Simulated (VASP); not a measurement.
# GaAs (P4/mmm) in VASP: notebook, part 2 of 2

VASP 6.6.1.

### Step 3. Single point, PBEsol-based screened hybrid with 25 % exact exchange

POSCAR

```
GaAs
1.0
    3.8101400000      0.0000000000      0.0000000000
    0.0000000000      3.8101400000      0.0000000000
    0.0000000000      0.0000000000      2.7389100000
Ga As
1 1
Direct
    0.5000000000      0.5000000000      0.5000000000
    0.0000000000      0.0000000000      0.5000000000
```

INCAR.step1

```
ALGO     = Normal         # electronic algorithm
EDIFF    = 1E-5           # SCF threshold, eV
ENCUT    = 520            # plane-wave cutoff, eV
GGA      = PE             # functional
ISIF     = 2              # what is computed and relaxed
ISMEAR   = -1             # smearing method
LASPH    = T              # aspherical terms in the spheres
LREAL    = F              # projectors in reciprocal space
LWAVE    = T              # write WAVECAR
NBANDS   = 16             # bands
NELM     = 60             # most SCF steps
PREC     = Accurate       # precision mode
SIGMA    = 0.05           # smearing width, eV
```

INCAR.step2

```
AEXX     = 0.25           # exact-exchange fraction
ALGO     = Normal         # electronic algorithm
EDIFF    = 1E-6           # SCF threshold, eV
ENCUT    = 520            # plane-wave cutoff, eV
GGA      = PS             # functional
HFSCREEN = 0.207          # screening, 1/A
ISIF     = 2              # what is computed and relaxed
ISMEAR   = -1             # smearing method
ISTART   = 1            
LASPH    = T              # aspherical terms in the spheres
LCHARG   = T              # write CHGCAR
LELF     = T              # ELF
LHFCALC  = T              # exact exchange
LREAL    = F              # projectors in reciprocal space
LVHAR    = T            
LWAVE    = F              # write WAVECAR
NBANDS   = 16             # bands
NELM     = 60             # most SCF steps
PREC     = Accurate       # precision mode
PRECFOCK = Normal       
SIGMA    = 0.05           # smearing width, eV
```

KPOINTS

```
k-points
0
Gamma
  4 4 5
```

Potentials or basis: VASP PAW PBE potentials, release 64 (Ga_d, As).

Started as:

```
> cat potpaw_PBE.64/Ga_d/POTCAR potpaw_PBE.64/As/POTCAR > POTCAR
> cp INCAR.step1 INCAR
> mpirun -np 1 vasp_std > vasp.out
> cp INCAR.step2 INCAR
> mpirun -np 1 vasp_std > vasp.out
```

OUTCAR:

```text
AEXX = 0.25
   EDIFF = 1E-6
   ENCUT = 520
   GGA = PS
   HFSCREEN = 0.207
   ISIF = 2
   ISMEAR = -1
   ISTART = 1
   LASPH = T
   LHFCALC = T
   LREAL = F
   NELM = 60
   PREC = Accurate
   PRECFOCK = Normal

 ion  position               nearest neighbor table
   1  0.500  0.500  0.500-   2 2.69   2 2.69   2 2.69   2 2.69
   2  0.000  0.000  0.500-   1 2.69   1 2.69   1 2.69   1 2.69

  LATTYP: Found a simple tetragonal cell.
 ALAT       =     3.8101400000
 C/A-ratio  =     0.7188476014

  Lattice vectors:

 A1 = (   3.8101400000,   0.0000000000,   0.0000000000)
 A2 = (   0.0000000000,   3.8101400000,   0.0000000000)
 A3 = (   0.0000000000,   0.0000000000,   2.7389100000)

Analysis of symmetry for initial positions (statically):
=====================================================================
 Subroutine PRICEL returns:
 Original cell was already a primitive cell.

 Routine SETGRP: Setting up the symmetry group for a
 simple tetragonal supercell.

 Subroutine GETGRP returns: Found 16 space group operations
 (whereof 16 operations were pure point group operations)
 out of a pool of 16 trial point group operations.

The static configuration has the point symmetry D_4h.

Analysis of symmetry for dynamics (positions and initial velocities):
=====================================================================
 Subroutine PRICEL returns:
 Original cell was already a primitive cell.

 Routine SETGRP: Setting up the symmetry group for a
 simple tetragonal supercell.

 Subroutine GETGRP returns: Found 16 space group operations
 (whereof 16 operations were pure point group operations)
 out of a pool of 16 trial point group operations.

The dynamic configuration has the point symmetry D_4h.

 Subroutine INISYM returns: Found 16 space group operations
 (whereof 16 operations are pure point group operations),
 and found     1 'primitive' translations

----------------------------------------------------------------------------------------

                                     Primitive cell

  volume of cell :      39.7612

  direct lattice vectors                    reciprocal lattice vectors
     3.810140000  0.000000000  0.000000000     0.262457547  0.000000000  0.000000000
     0.000000000  3.810140000  0.000000000     0.000000000  0.262457547  0.000000000
     0.000000000  0.000000000  2.738910000     0.000000000  0.000000000  0.365108748

  length of vectors
     3.810140000  3.810140000  2.738910000     0.262457547  0.262457547  0.365108748

  position of ions in fractional coordinates (direct lattice)
     0.500000000  0.500000000  0.500000000
     0.000000000  0.000000000  0.500000000

  ion indices of the primitive-cell ions
   primitive index   ion index
                 1           1
                 2           2

----------------------------------------------------------------------------------------

 KPOINTS: k-points

Automatic generation of k-mesh.
 Grid dimensions read from file:
 generate k-points for:    4    4    5

 Generating k-lattice:

  Cartesian coordinates                     Fractional coordinates (reciprocal lattice)
     0.065614387  0.000000000  0.000000000     0.250000000  0.000000000  0.000000000
     0.000000000  0.065614387  0.000000000     0.000000000  0.250000000  0.000000000
     0.000000000  0.000000000  0.073021750     0.000000000  0.000000000  0.200000000

  Length of vectors
     0.065614387  0.065614387  0.073021750

  Shift w.r.t. Gamma in fractional coordinates (k-lattice)
     0.000000000  0.000000000  0.000000000

 Subroutine IBZKPT returns following result:
 ===========================================

 Found     18 irreducible k-points:

 Following reciprocal coordinates:
            Coordinates               Weight
  0.000000  0.000000  0.000000      1.000000
  0.250000  0.000000  0.000000      4.000000
  0.500000  0.000000  0.000000      2.000000
  0.250000  0.250000  0.000000      4.000000
  0.500000  0.250000  0.000000      4.000000
  0.500000  0.500000  0.000000      1.000000
[... 10 lines left out ...]
  0.500000  0.250000  0.400000      8.000000
  0.500000  0.500000  0.400000      2.000000
   k-points           NKPTS =     18   k-points in BZ     NKDIM =     80   number of bands    NBANDS=     16
   number of dos      NEDOS =    301   number of ions     NIONS =      2
   total plane-waves  NPLWV =  15680
   dimension x,y,z NGX =    28 NGY =   28 NGZ =   20
   dimension x,y,z NGXF=    56 NGYF=   56 NGZF=   40
   ions per type =               1   1
   NGX,Y,Z   is equivalent  to a cutoff of  12.22, 12.22, 12.14 a.u.
   NGXF,Y,Z  is equivalent  to a cutoff of  24.43, 24.43, 24.28 a.u.
 SYSTEM =  unknown system
   PREC   = accura    normal or accurate (medium, high low for compatibility)
   ISTART =      1    job   : 0-new  1-cont  2-samecut
   ICHARG =      0    charge: 1-file 2-atom 10-const
   ISPIN  =      1    spin polarized calculation?
   LNONCOLLINEAR =      F non collinear calculations
   LSORBIT =      F    spin-orbit coupling
   LASPH  =      T    aspherical Exc in radial PAW
   ENCUT  =  520.0 eV  38.22 Ry    6.18 a.u.   7.08  7.08  5.09*2*pi/ulx,y,z
   NELM   =     60;   NELMIN=  2; NELMDL=  0     # of ELM steps
   EDIFF  = 0.1E-05   stopping-criterion for ELM
   LREAL  =      F    real-space projection
   EDIFFG = 0.1E-04   stopping-criterion for IOM
   NSW    =      0    number of steps for IOM
   IBRION =     -1    ionic relax: 0-MD 1-quasi-New 2-CG
   NFREE  =      0    steps in history (QN), initial steepest desc. (CG)
   ISIF   =      2    stress and relaxation
   ISYM   =      3    0-nonsym 1-usesym 2-fastsym
   POTIM  = 0.5000    time-step for ionic-motion
   TEBEG  =    0.0;   TEEND  =   0.0 temperature during run
   PSTRESS=    0.0 pullay stress
   NELECT =      18.0000    total number of electrons
   NUPDOWN=      -1.0000    fix difference up-down
   EMIN   =  10.00;   EMAX   =-10.00  energy-range for DOS
   EFERMI =   0.00;   METHOD = LEGACY
   ISMEAR =    -1;   SIGMA  =   0.05  broadening in eV -4-tet -1-fermi 0-gaus
   EFERMI_NEDOS =   21; number of points for ismear=-14 and -15
   IALGO  =     38    algorithm
   IMIX   =      1    mixing-type and parameters
     AMIX     =   0.40;   BMIX     =  1.00
     AMIX_MAG =   1.60;   BMIX_MAG =  1.00
  volume/ion in A,a.u.               =      19.88       134.16
  Fermi-wavevector in a.u.,A,eV,Ry     =   1.257030  2.375443 21.498912  1.580125
  Thomas-Fermi vector in A             =   2.390709
   LORBIT       =      0    0 simple, 1 ext, 2 COOP (PROOUT), +10 PAW based schemes
   GGA     = PS    functional components
   LHFCALC =     T    Hartree Fock is set to
   PRECFOCK=normal    Normal, Fast or Accurate (Low or Medium for compatibility)
   ENCUT4O =  -1.0   cutoff for four orbital integrals eV
   NKREDX  =     1    reduce k-point grid by
   NKREDY  =     1    reduce k-point grid by
   NKREDZ  =     1    reduce k-point grid by
   AEXX    =    0.2500 exact exchange contribution
   HFSCREEN=    0.2070 screening length (either q_TF or 0.3 A-1)
   HFSCREENC=   0.2070 screening length for correlation (either q_TF or 0.3 A-1)
   ENCUTFOCK=  -1.0 apply spherical cutoff to Coloumb kernel
   IVDW    =     0    specifies the selected vdW correction
   LEPSILON=     F    determine dielectric tensor
   LRPA    =     F    only Hartree local field effects (RPA)
 non-spin polarized calculation
  energy-cutoff  :      520.00
  volume of cell :       39.76
 maximum number of plane-waves:      1092
  NGX = 24; NGY = 24; NGZ = 16

 number of electron      18.0000026 magnetization

 Free energy of the ion-electron system (eV)
  ---------------------------------------------------
  ext. energy  EPLUGINS =         0.00000000
  ---------------------------------------------------
  free energy    TOTEN  =        -9.17453128 eV

  energy without entropy =       -9.16731832  energy(sigma->0) =       -9.17092480

 E-fermi :   5.3731     XC(G=0):  -8.7926

 val. band max:        5.0154805603   @ k =   0.2500   0.0000   0.4000
 cond. band min:       5.4453622642   @ k =   0.2500   0.2500   0.2000
 fundamental gap:      0.4298817038
 Fermi energy:         5.3731143903

 k-point     1 :       0.0000    0.0000    0.0000
  band No.  band energies     occupation
      1     -12.7316      2.00000
      2     -12.4835      2.00000
      3     -12.4750      2.00000
      4     -12.3665      2.00000
      5     -12.3665      2.00000
      6      -9.9493      2.00000
[... 319 lines left out ...]
      3     -12.5317      2.00000
      4     -12.4032      2.00000
      5     -12.3327      2.00000
      6      -4.7964      2.00000
[... 8 lines left out ...]
     15      18.2472      0.00000
     16      23.3950      0.00000

------------------------ aborting loop because EDIFF is reached ----------------------------------------

  FORCE on cell =-STRESS in cart. coord.  units (eV):
  Direction    XX          YY          ZZ          XY          YZ          ZX
  --------------------------------------------------------------------------------------
  -------------------------------------------------------------------------------------
  Total        0.7442275      0.7442275     -3.6796732      0.0000000      0.0000000     -0.0000000
  in kB       29.9886311     29.9886311   -148.2723621      0.0000000      0.0000000     -0.0000000
  external PRESSURE =     -29.4317000 kB  Pullay stress =       0.0000000 kB

 VOLUME and BASIS-vectors are now :
 -----------------------------------------------------------------------------
  energy-cutoff  :      520.00
  volume of cell :       39.76
      direct lattice vectors                 reciprocal lattice vectors
     3.810140000  0.000000000  0.000000000     0.262457547  0.000000000  0.000000000
     0.000000000  3.810140000  0.000000000     0.000000000  0.262457547  0.000000000
     0.000000000  0.000000000  2.738910000     0.000000000  0.000000000  0.365108748

 POSITION                                       TOTAL-FORCE (eV/Angst)
 -----------------------------------------------------------------------------------
      1.90507      1.90507      1.36946         0.000000      0.000000      0.000000
      0.00000      0.00000      1.36946         0.000000      0.000000      0.000000
 -----------------------------------------------------------------------------------
    total drift:                                0.000041      0.000003      0.000004

  FREE ENERGIE OF THE ION-ELECTRON SYSTEM (eV)
  ---------------------------------------------------
  free  energy   TOTEN  =        -9.1745312828 eV

  energy  without entropy=       -9.1673183195  energy(sigma->0) =       -9.17092480
```

Wall time 20 min (1 thread of Intel Xeon Platinum 8259CL at 2.50GHz (Skylake/Cascade Lake), shared host); peak memory 0.26 GiB.

Results:

```yaml
Free_energy: -9.1745 eV
Pressure: -2.9 GPa
Band_gap_on_the_k_mesh: zero (bands 9 and 10 overlap by 5.15 eV)
```

Levels at points of the mesh, in eV from the Fermi level:
```tsv
k point	band 6	band 7	band 8	band 9	band 10	band 11	band 12	band 13
(0.00, 0.00, 0.00)	-15.32	-5.10	-3.51	-3.51	3.52	5.60	7.70	7.70
(0.50, 0.00, 0.00)	-14.11	-10.04	-1.63	1.38	1.44	1.80	6.44	11.51
(0.50, 0.50, 0.00)	-13.04	-7.46	-6.69	-6.69	6.81	10.15	10.15	12.38
```

Caveat: the k points lie up to 0.46 Å⁻¹ apart, too coarse for converged energies and pressures of a metal; the PAW data sets were made with another functional, which shifts forces and pressure a little.

### Step 4. Single point, B3LYP

This run uses another cell than the first one, of 21.30 Å³/atom.

POSCAR

```
GaAs
1.0
    4.0719174322      0.0000000000      0.0000000000
    0.0000000000      4.0719174322      0.0000000000
    0.0000000000      0.0000000000      2.5698798129
Ga As
1 1
Direct
    0.5000000000      0.5000000000      0.5000000000
    0.0000000000      0.0000000000      0.5000000000
```

INCAR.step1

```
PREC = Accurate ; ENCUT = 520
EDIFF = 1E-5 ; ISMEAR = -1
SIGMA = 0.05 ; LREAL = F
LASPH = T ; NELM = 80
ALGO = Normal ; ISIF = 2
LWAVE = T ; LCHARG = F
NBANDS = 16 ; GGA = PE
```

INCAR.step2

```
PREC = Accurate ; ENCUT = 520
EDIFF = 1E-7 ; ISMEAR = -1
SIGMA = 0.05 ; LREAL = F
LASPH = T ; NELM = 80
ALGO = Normal ; ISIF = 2
LWAVE = F ; LCHARG = F
GGA = B3 ; LHFCALC = T
AEXX = 0.2 ; AGGAX = 0.72
AGGAC = 0.81 ; ALDAC = 0.19
PRECFOCK = Normal ; NBANDS = 16
ISTART = 1
```

KPOINTS

```
regular mesh
0
Gamma
  4 4 5
```

Started as:

```
> cat potpaw_PBE.64/Ga_d/POTCAR potpaw_PBE.64/As/POTCAR > POTCAR
> cp INCAR.step1 INCAR
> mpirun -np 1 vasp_std > vasp.out
> cp INCAR.step2 INCAR
> mpirun -np 1 vasp_std > vasp.out
```

Run time: 18 min. Hardware: 1 thread of Intel Xeon Platinum 8259CL at 2.50GHz (Skylake/Cascade Lake), shared host; peak memory 0.16 GiB.

It converged, with:

```yaml
Free_energy: -7.8972 eV
Pressure: -0.1 GPa
Band_gap_on_the_k_mesh: zero (bands 9 and 10 overlap by 3.69 eV)
```

Stress tensor (GPa, compression positive):
```
-0.12  0.00  0.00
 0.00 -0.12  0.00
 0.00  0.00 -0.01
```

Levels at points of the mesh, in eV from the Fermi level:
| k point | band 5 | band 6 | band 7 | band 8 | band 9 | band 10 | band 11 | band 12 | band 13 | band 14 |
| --- | --- | --- | --- | --- | --- | --- | --- | --- | --- | --- |
| (0.00, 0.00, 0.00) | -17.52 | -14.92 | -6.80 | -3.76 | -3.76 | 4.06 | 5.99 | 5.99 | 8.51 | 9.79 |
| (0.50, 0.00, 0.00) | -17.52 | -14.15 | -9.76 | -2.34 | -0.40 | 0.95 | 1.50 | 8.96 | 11.47 | 11.47 |
| (0.50, 0.50, 0.00) | -17.52 | -13.57 | -8.12 | -6.17 | -6.17 | 7.77 | 7.77 | 9.15 | 12.30 | 13.63 |

Caveat: the k points lie up to 0.49 Å⁻¹ apart, too coarse for converged energies and pressures of a metal; the PAW data sets were made with another functional, which shifts forces and pressure a little.

### Step 5. Single point, PBEsol-based global hybrid with 25 % exact exchange

This run uses another cell than the first one, of 18.90 Å³/atom.

POSCAR

```
GaAs
1.0
    3.8793364499      0.0000000000      0.0000000000
    0.0000000000      3.8793364499      0.0000000000
    0.0000000000      0.0000000000      2.5115163956
Ga As
1 1
Direct
    0.5000000000      0.5000000000      0.5000000000
    0.0000000000      0.0000000000      0.5000000000
```

INCAR.step1

```
SYSTEM = GaAs
ALGO     = Normal         ! electronic algorithm
EDIFF    = 1E-5           ! SCF threshold, eV
ENCUT    = 520            ! plane-wave cutoff, eV
GGA      = PE             ! functional
ISIF     = 2              ! what is computed and relaxed
ISMEAR   = -1             ! smearing method
LASPH    = .True.         ! aspherical terms in the spheres
LCHARG   = .False.        ! write CHGCAR
LREAL    = .False.        ! projectors in reciprocal space
LWAVE    = .True.         ! write WAVECAR
NBANDS   = 16             ! bands
NELM     = 80             ! most SCF steps
PREC     = Accurate       ! precision mode
SIGMA    = 0.05           ! smearing width, eV
```

INCAR.step2

```
SYSTEM = GaAs
AEXX     = 0.25           ! exact-exchange fraction
ALGO     = Normal         ! electronic algorithm
EDIFF    = 1E-7           ! SCF threshold, eV
ENCUT    = 520            ! plane-wave cutoff, eV
GGA      = PS             ! functional
ISIF     = 2              ! what is computed and relaxed
ISMEAR   = -1             ! smearing method
ISTART   = 1            
LASPH    = .True.         ! aspherical terms in the spheres
LCHARG   = .False.        ! write CHGCAR
LHFCALC  = .True.         ! exact exchange
LREAL    = .False.        ! projectors in reciprocal space
LWAVE    = .False.        ! write WAVECAR
NBANDS   = 16             ! bands
NELM     = 80             ! most SCF steps
PREC     = Accurate       ! precision mode
PRECFOCK = Normal       
SIGMA    = 0.05           ! smearing width, eV
```

KPOINTS

```
k-points
0
Gamma
  4 4 5
  0 0 0
```

Started as:

```
> cat potpaw_PBE.64/Ga_d/POTCAR potpaw_PBE.64/As/POTCAR > POTCAR
> cp INCAR.step1 INCAR
> mpirun -np 1 vasp_std > vasp.out
> cp INCAR.step2 INCAR
> mpirun -np 1 vasp_std > vasp.out
```

Wall time 31 min (1 thread of AMD EPYC 7R13, shared host); peak memory 0.16 GiB.

It converged, with:

```yaml
Free_energy: -10.2927 eV
Pressure: -0.2 GPa
Band_gap_on_the_k_mesh: zero (bands 9 and 10 overlap by 5.27 eV)
```

Levels at points of the mesh, in eV from the Fermi level:
| k point | band 6 | band 7 | band 8 | band 9 | band 10 | band 11 | band 12 | band 13 |
| --- | --- | --- | --- | --- | --- | --- | --- | --- |
| (0.00, 0.00, 0.00) | -16.48 | -6.79 | -4.63 | -4.63 | 3.27 | 6.85 | 6.85 | 8.95 |
| (0.50, 0.00, 0.00) | -15.41 | -11.09 | -2.88 | 0.54 | 0.73 | 1.28 | 9.63 | 11.96 |
| (0.50, 0.50, 0.00) | -14.50 | -8.78 | -7.67 | -7.67 | 9.18 | 9.18 | 9.93 | 12.99 |

Caveat: the k points lie up to 0.50 Å⁻¹ apart, too coarse for converged energies and pressures of a metal; the PAW data sets were made with another functional, which shifts forces and pressure a little.

### Step 6. The runs side by side

```tsv
level	cell	share of exact exchange	screening parameter	gap on the mesh (eV)	pressure (GPa)
PBE-based screened hybrid with 25 % exact exchange	a = 3.810, b = 3.810, c = 2.739 Å, 2 atoms	0.25	0.3 1/Å	none	-0.4
PBEsol-based screened hybrid with 25 % exact exchange	a = 3.810, b = 3.810, c = 2.739 Å, 2 atoms	0.25	0.207 1/Å	none	-2.9
B3LYP	a = 4.072, b = 4.072, c = 2.570 Å, 2 atoms	0.2	-	none	-0.1
PBEsol-based global hybrid with 25 % exact exchange	a = 3.879, b = 3.879, c = 2.512 Å, 2 atoms	0.25	-	none	-0.2
```

Alike in all rows: task single point; potentials or basis VASP PAW PBE potentials, release 64 (Ga_d, As); no spin polarisation; k mesh 4 × 4 × 5; cutoff (eV) 520; smearing fermi-dirac 0.05 eV.

Caveats: all runs use coarse meshes; the PAW data sets were made with another functional, which shifts forces and pressure a little.

Absolute energies hang on the potentials; compare differences alone.

The gap in the log of VASP goes by the Fermi energy; the results here count the filled bands.